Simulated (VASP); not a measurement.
# CdS (Greenockite) (P6_3mc) in VASP: notebook

Runs on CdS (Greenockite). Level: PBEsol. Tasks: single point, relaxation of cell and atoms.

Program: VASP 6.6.1. These are calculated values, not measurements. Logs are shortened: lines on timing, memory, paths and dates and some standing lists are left out, and cuts for length are marked.

**1. The cell of the first run**

Symmetry: P6_3mc, No. 186, hexagonal system. The conventional cell has a = 4.125 Å, b = 4.125 Å, c = 6.710 Å, α = 90.00°, β = 90.00°, γ = 120.00°. Cd (site symmetry 3m) has 4 S at 2.52 to 2.53 Å within 3.3 Å. S (site symmetry 3m) has 4 Cd at 2.52 to 2.53 Å within 3.3 Å.

**2. Single point, PBEsol**

Input file INCAR:

```
PREC     = Accurate       # precision mode
ENCUT    = 520            # plane-wave cutoff, eV
EDIFF    = 1E-6           # SCF threshold, eV
ISMEAR   = 0              # smearing method
SIGMA    = 0.02           # smearing width, eV
LREAL    = F              # projectors in reciprocal space
LASPH    = T              # aspherical terms in the spheres
NELM     = 100            # most SCF steps
ALGO     = Normal         # electronic algorithm
ISIF     = 2              # what is computed and relaxed
LWAVE    = F              # write WAVECAR
LCHARG   = F              # write CHGCAR
GGA      = PS             # functional
NBANDS   = 26             # bands
```

Input file KPOINTS:

```
regular mesh
0
Gamma
  9 9 4
```

Input file POSCAR:

```
CdS
1.0
    4.1248837064      0.0000000000      0.0000000000
   -2.0624418532      3.5722540774      0.0000000000
    0.0000000000      0.0000000000      6.7095197470
Cd S
2 2
Direct
    0.3333333333      0.6666666667     -0.0008230843
    0.6666666667      0.3333333333      0.4991769157
    0.3333333333      0.6666666667      0.3758230843
    0.6666666667      0.3333333333      0.8758230843
```

Potentials or basis: VASP PAW PBE potentials, release 64 (Cd, S).

Launch:

```sh
$ cat potpaw_PBE.64/Cd/POTCAR potpaw_PBE.64/S/POTCAR > POTCAR
$ mpirun -np 1 vasp_std > vasp.out
```

OUTCAR:

```text
PREC = Accurate
   ENCUT = 520
   EDIFF = 1E-6
   ISMEAR = 0
   LREAL = F
   LASPH = T
   NELM = 100
   ISIF = 2
   GGA = PS

 ion  position               nearest neighbor table
   1  0.333  0.667  0.999-   4 2.52   4 2.52   4 2.52   3 2.53
   2  0.667  0.333  0.499-   3 2.52   3 2.52   3 2.52   4 2.53
   3  0.333  0.667  0.376-   2 2.52   2 2.52   2 2.52   1 2.53
   4  0.667  0.333  0.876-   1 2.52   1 2.52   1 2.52   2 2.53

  LATTYP: Found a hexagonal cell.
 ALAT       =     4.1248837064
 C/A-ratio  =     1.6265960993

  Lattice vectors:

 A1 = (   4.1248837064,   0.0000000000,   0.0000000000)
 A2 = (  -2.0624418532,   3.5722540774,   0.0000000000)
 A3 = (   0.0000000000,   0.0000000000,   6.7095197470)

Analysis of symmetry for initial positions (statically):
=====================================================================
 Subroutine PRICEL returns:
 Original cell was already a primitive cell.

 Routine SETGRP: Setting up the symmetry group for a
 hexagonal supercell.

 Subroutine GETGRP returns: Found 12 space group operations
 (whereof  6 operations were pure point group operations)
 out of a pool of 24 trial point group operations.

The static configuration has the point symmetry C_3v.
 The point group associated with its full space group is C_6v.

Analysis of symmetry for dynamics (positions and initial velocities):
=====================================================================
 Subroutine PRICEL returns:
 Original cell was already a primitive cell.

 Routine SETGRP: Setting up the symmetry group for a
 hexagonal supercell.

 Subroutine GETGRP returns: Found 12 space group operations
 (whereof  6 operations were pure point group operations)
 out of a pool of 24 trial point group operations.

The dynamic configuration has the point symmetry C_3v.
 The point group associated with its full space group is C_6v.

 Subroutine INISYM returns: Found 12 space group operations
 (whereof  6 operations are pure point group operations),
 and found     1 'primitive' translations

----------------------------------------------------------------------------------------

                                     Primitive cell

  volume of cell :      98.8657

  direct lattice vectors                    reciprocal lattice vectors
     4.124883706  0.000000000  0.000000000     0.242431077  0.139967648  0.000000000
    -2.062441853  3.572254077  0.000000000     0.000000000  0.279935295  0.000000000
     0.000000000  0.000000000  6.709519747     0.000000000  0.000000000  0.149041964

[... 88 lines left out ...]
   LREAL  =      F    real-space projection
   EDIFFG = 0.1E-04   stopping-criterion for IOM
   NSW    =      0    number of steps for IOM
   IBRION =     -1    ionic relax: 0-MD 1-quasi-New 2-CG
   NFREE  =      0    steps in history (QN), initial steepest desc. (CG)
   ISIF   =      2    stress and relaxation
   ISYM   =      2    0-nonsym 1-usesym 2-fastsym
   POTIM  = 0.5000    time-step for ionic-motion
   TEBEG  =    0.0;   TEEND  =   0.0 temperature during run
   PSTRESS=    0.0 pullay stress
   NELECT =      36.0000    total number of electrons
   NUPDOWN=      -1.0000    fix difference up-down
   EMIN   =  10.00;   EMAX   =-10.00  energy-range for DOS
   EFERMI =   0.00;   METHOD = LEGACY
   ISMEAR =     0;   SIGMA  =   0.02  broadening in eV -4-tet -1-fermi 0-gaus
   EFERMI_NEDOS =   21; number of points for ismear=-14 and -15
   IALGO  =     38    algorithm
   IMIX   =      4    mixing-type and parameters
     AMIX     =   0.40;   BMIX     =  1.00
     AMIX_MAG =   1.60;   BMIX_MAG =  1.00
  volume/ion in A,a.u.               =      24.72       166.79
  Fermi-wavevector in a.u.,A,eV,Ry     =   1.169034  2.209154 18.594275  1.366641
  Thomas-Fermi vector in A             =   2.305512
   LORBIT       =      0    0 simple, 1 ext, 2 COOP (PROOUT), +10 PAW based schemes
   GGA     = PS    functional components
   LHFCALC =     F    Hartree Fock is set to
   AEXX    =    0.0000 exact exchange contribution
   IVDW    =     0    specifies the selected vdW correction
   LEPSILON=     F    determine dielectric tensor
   LRPA    =     F    only Hartree local field effects (RPA)
 non-spin polarized calculation
 Gauss-broadening in eV      SIGMA  =   0.02
  energy-cutoff  :      520.00
  volume of cell :       98.87
 maximum number of plane-waves:      2695
 NGX is ok and might be reduce to    32
   NGX = 15   NGY = 15   NGZ = 25

 number of electron      35.9999995 magnetization

 Free energy of the ion-electron system (eV)
  ---------------------------------------------------
  ext. energy  EPLUGINS =         0.00000000
  ---------------------------------------------------
  free energy    TOTEN  =       -13.63282151 eV

  energy without entropy =      -13.63282151  energy(sigma->0) =      -13.63282151

 E-fermi :   1.3471     XC(G=0):  -9.3879

 val. band max:        1.2414251111   @ k =   0.0000   0.0000   0.0000
 cond. band min:       2.3381303465   @ k =   0.0000   0.0000   0.0000
 fundamental gap:      1.0967052353
 Fermi energy:         1.3471406836

 k-point     1 :       0.0000    0.0000    0.0000
  band No.  band energies     occupation
      1     -11.1694      2.00000
      2     -10.7201      2.00000
      3      -6.4798      2.00000
      4      -6.4734      2.00000
      5      -6.4734      2.00000
      6      -6.3873      2.00000
[... 685 lines left out ...]
     25      10.4565      0.00000
     26      10.6320      0.00000

 [... further k-points ...]

------------------------ aborting loop because EDIFF is reached ----------------------------------------

  FORCE on cell =-STRESS in cart. coord.  units (eV):
  Direction    XX          YY          ZZ          XY          YZ          ZX
  --------------------------------------------------------------------------------------
  -------------------------------------------------------------------------------------
  Total        0.2275250      0.2275250      0.2318296      0.0000000      0.0000000      0.0000000
  in kB        3.6871797      3.6871797      3.7569371      0.0000000      0.0000000      0.0000000
  external PRESSURE =       3.7104321 kB  Pullay stress =       0.0000000 kB

 VOLUME and BASIS-vectors are now :
 -----------------------------------------------------------------------------
  energy-cutoff  :      520.00
  volume of cell :       98.87
      direct lattice vectors                 reciprocal lattice vectors
     4.124883706  0.000000000  0.000000000     0.242431077  0.139967648  0.000000000
    -2.062441853  3.572254077  0.000000000     0.000000000  0.279935295  0.000000000
     0.000000000  0.000000000  6.709519747     0.000000000  0.000000000  0.149041964

 POSITION                                       TOTAL-FORCE (eV/Angst)
 -----------------------------------------------------------------------------------
     -0.00000      2.38150      6.70400         0.000000      0.000000      0.002019
      2.06244      1.19075      3.34924        -0.000000     -0.000000      0.002019
     -0.00000      2.38150      2.52159        -0.000000      0.000000     -0.002019
      2.06244      1.19075      5.87635         0.000000     -0.000000     -0.002019
 -----------------------------------------------------------------------------------
    total drift:                               -0.000000     -0.000000     -0.000219

  FREE ENERGIE OF THE ION-ELECTRON SYSTEM (eV)
  ---------------------------------------------------
  free  energy   TOTEN  =       -13.6328215070 eV

  energy  without entropy=      -13.6328215070  energy(sigma->0) =      -13.63282151
```

OSZICAR:

```text
N       E                     dE             d eps       ncg     rms          rms(c)
DAV:   1     0.246414341303E+03    0.24641E+03   -0.17610E+04  1872   0.128E+03
DAV:   2    -0.110915898177E+01   -0.24752E+03   -0.23846E+03  2042   0.320E+02
DAV:   3    -0.144902347116E+02   -0.13381E+02   -0.13294E+02  2262   0.743E+01
DAV:   4    -0.146259315835E+02   -0.13570E+00   -0.13556E+00  2142   0.721E+00
DAV:   5    -0.146278887812E+02   -0.19572E-02   -0.19571E-02  2204   0.866E-01    0.111E+01
DAV:   6    -0.136632761362E+02    0.96461E+00   -0.17985E+00  2496   0.151E+01    0.873E+00
DAV:   7    -0.136411228568E+02    0.22153E-01   -0.65858E-01  1974   0.443E+00    0.378E+00
DAV:   8    -0.136342253843E+02    0.68975E-02   -0.90923E-02  2030   0.305E+00    0.513E-01
DAV:   9    -0.136327491140E+02    0.14763E-02   -0.14970E-02  2056   0.156E+00    0.152E-01
DAV:  10    -0.136327248427E+02    0.24271E-04   -0.11040E-03  2058   0.360E-01    0.894E-02
DAV:  11    -0.136327668833E+02   -0.42041E-04   -0.13906E-04  2126   0.734E-02    0.727E-02
DAV:  12    -0.136328229356E+02   -0.56052E-04   -0.83636E-05  1906   0.461E-02    0.443E-02
DAV:  13    -0.136328208607E+02    0.20749E-05   -0.15656E-05  2220   0.306E-02    0.704E-03
DAV:  14    -0.136328215070E+02   -0.64629E-06   -0.11832E-06  1488   0.114E-02
   1 F= -.13632822E+02 E0= -.13632822E+02  d E =-.511654E-16
```

stdout:

```text
POSCAR found type information on POSCAR CdS
 POSCAR found :  2 types and       4 ions
 scaLAPACK will be used
 -----------------------------------------------------------------------------
|                                                                             |
|                                                                             |
|     You enforced a specific xc type in the INCAR file but a different       |
|     I HOPE YOU KNOW WHAT YOU ARE DOING!                                     |
|                                                                             |
 -----------------------------------------------------------------------------

 LDA part: xc-table for (Slater+PW92), standard interpolation
 POSCAR, INCAR and KPOINTS ok, starting setup
 FFT: planning ... GRIDC
 FFT: planning ... GRID_SOFT
 FFT: planning ... GRID
 WAVECAR not read
 entering main loop
```

Wall time 44 s (1 thread of Intel Xeon Platinum 8488C (Sapphire Rapids), shared host); peak memory 0.25 GiB.

What came out:

| Quantity | Value |
| --- | --- |
| Free energy | -13.6328 eV |
| Pressure | 0.4 GPa |
| Band gap on the k mesh | 1.10 eV, direct |

Forces on the atoms (eV/Å):
```
Cd   0.000  0.000  0.002
Cd   0.000  0.000  0.002
S    0.000  0.000 -0.002
S    0.000  0.000 -0.002
```

Levels at points of the mesh, in eV from the valence-band top:
```
           k point  band 16  band 17  band 18  band 19  band 20  band 21
(0.00, 0.00, 0.00)    -0.05     0.00     0.00     1.10     2.68     6.38
(0.00, 0.00, 0.50)    -0.40    -0.40    -0.40     2.76     2.76     6.07
```

Caveat: the PAW data sets were made with another functional, which shifts forces and pressure a little.

**3. Relaxation of cell and atoms, PBEsol**

This run uses another cell than the first one, of 26.04 Å³/atom, 1.053 times its volume.

Input file INCAR:

```
  PREC = Accurate
  ENCUT = 600
  EDIFF = 1E-6
  ISMEAR = 0
  SIGMA = 0.02
  LREAL = False
  LASPH = True
  NELM = 100
  ALGO = Normal
  ISIF = 3
  LWAVE = False
  LCHARG = False
  GGA = PS
  IBRION = 2
  NSW = 70
  EDIFFG = -0.005
```

Input file KPOINTS:

```
Automatic mesh
0
Gamma
  9 9 4
```

Input file POSCAR:

```
CdS
1.0
    4.1965610361      0.0000000000      0.0000000000
   -2.0982805180      3.6343284658      0.0000000000
    0.0000000000      0.0000000000      6.8288413438
Cd S
2 2
Direct
    0.3333333333      0.6666666667     -0.0007922000
    0.6666666667      0.3333333333      0.4992078000
    0.3333333333      0.6666666667      0.3757922000
    0.6666666667      0.3333333333      0.8757922000
```

Potentials or basis: VASP PAW PBE potentials, release 64 (Cd, S).

Launch:

```sh
$ cat potpaw_PBE.64/Cd/POTCAR potpaw_PBE.64/S/POTCAR > POTCAR
$ mpirun -np 1 vasp_std > vasp.out
```

Run time: 2 min. Hardware: 1 thread of Intel Xeon Platinum 8488C (Sapphire Rapids), shared host; peak memory 0.32 GiB.

Results (log left out):

- Free energy: -13.6357 eV
- Relaxed volume: 24.85 Å³/atom
- Relaxed cell: a = 4.132 Å, b = 4.132 Å, c = 6.724 Å, α = 90.00°, β = 90.00°, γ = 120.00°
- Space group after relaxing (to 0.05 Å): P6_3mc (No. 186)
- Energy gained by relaxing: 9.9 meV/atom
- Ionic steps: 3
- Pressure after relaxing: 0.0 GPa
- Band gap on the k mesh: 1.08 eV, direct

Forces on the atoms (eV/Å):
```
Cd   0.000  0.000  0.002
Cd   0.000  0.000  0.002
S    0.000  0.000 -0.002
S    0.000  0.000 -0.002
```

The path:
```csv
step,energy change (eV),largest force (eV/Å),pressure (GPa),volume (Å³)
1,0.0000,0.0011,-2.57,104.15
2,-0.0356,0.0038,0.94,97.98
3,-0.0396,0.0024,0.00,99.42
```

Final structure:
```
CELL_PARAMETERS angstrom
4.13208 0.00000 0.00000
-2.06604 3.57849 0.00000
0.00000 0.00000 6.72355
ATOMIC_POSITIONS crystal
Cd 0.33333 0.66667 0.99920
Cd 0.66667 0.33333 0.49920
S 0.33333 0.66667 0.37580
S 0.66667 0.33333 0.87580
```

Levels at points of the mesh, in eV from the valence-band top:
```tsv
k point	band 14	band 15	band 16	band 17	band 18	band 19	band 20	band 21	band 22
(0.00, 0.00, 0.00)	-0.77	-0.77	-0.05	0.00	0.00	1.08	2.68	6.38	6.38
(0.00, 0.00, 0.50)	-2.52	-0.40	-0.40	-0.40	-0.40	2.75	2.75	6.07	6.07
```

Caveat: the PAW data sets were made with another functional, which shifts forces and pressure a little.
